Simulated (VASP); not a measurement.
Input of a VASP 6.6.1 run:

File INCAR:

```
SYSTEM = TePb
PREC = Accurate
ENCUT = 600
EDIFF = 1E-6
ISMEAR = -1
SIGMA = 0.05
LREAL = .FALSE.
LASPH = .TRUE.
NELM = 60
ALGO = Normal
ISIF = 3
LWAVE = .FALSE.
LCHARG = .FALSE.
GGA = RE
IVDW = 12
IBRION = 2
NSW = 80
EDIFFG = -0.02
```

KPOINTS

```
regular mesh
0
G
  7 7 7
  0 0 0
```

The input POSCAR:

```
TePb
1.0
    0.0000000000      3.2310000000      3.2310000000
    3.2310000000      0.0000000000      3.2310000000
    3.2310000000      3.2310000000      0.0000000000
Pb Te
1 1
Direct
    0.0000000000      0.0000000000      0.0000000000
    0.5000000000      0.5000000000      0.5000000000
```

Potentials or basis: VASP PAW PBE potentials, release 64 (Pb_d, Te).

The run is started by

```bash
$ cat potpaw_PBE.64/Pb_d/POTCAR potpaw_PBE.64/Te/POTCAR > POTCAR
$ mpirun -np 1 vasp_std > vasp.out
```

(1) Predict the relaxed volume.

(2) Predict the relaxed cell.

(3) What does it give for the dispersion energy per atom?

## Answers

(1) 33.36 Å³/atom.

(2) a = 4.553 Å, b = 4.553 Å, c = 4.553 Å, α = 60.00°, β = 60.00°, γ = 60.00°.

(3) -0.751 eV.

Caveat: the PAW data sets were made with another functional, which shifts forces and pressure a little.
